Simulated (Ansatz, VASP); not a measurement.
## BaF2: VASP beside Ansatz

```
Ba F
1.0
     0.00000    3.10005    3.10005
     3.10005    0.00000    3.10005
     3.10005    3.10005    0.00000
Ba F
1 2
Direct
  0.00000 0.00000 0.00000
  0.25000 0.25000 0.25000
  0.75000 0.75000 0.75000
```

Alike in both runs: task single point; functional r2SCAN; k mesh 6 × 6 × 6; occupations gaussian, width 0.05 eV; no spin polarisation.

```csv
,VASP,Ansatz
version,VASP 6.6.1,Ansatz 0.2.0
potentials or method,"VASP PAW PBE potentials, release 64 (Ba_sv, F), cutoff 660 eV","scalar-relativistic, plane waves, PAW"
valence electrons in the cell,24,24
```

VASP gave:

```
gap on the k mesh at the Fermi level (eV) : 7.35
least direct gap on the mesh (eV)         : 7.42
pressure (GPa)                            : 0.7
```

Q: Estimate Ansatz's values.

A: gap on the k mesh at the Fermi level (eV): 7.42; least direct gap on the mesh (eV): 7.50; pressure (GPa): -0.2.

VASP's potentials were made for PBE, not for r2SCAN.

Neither program's run includes spin-orbit coupling.
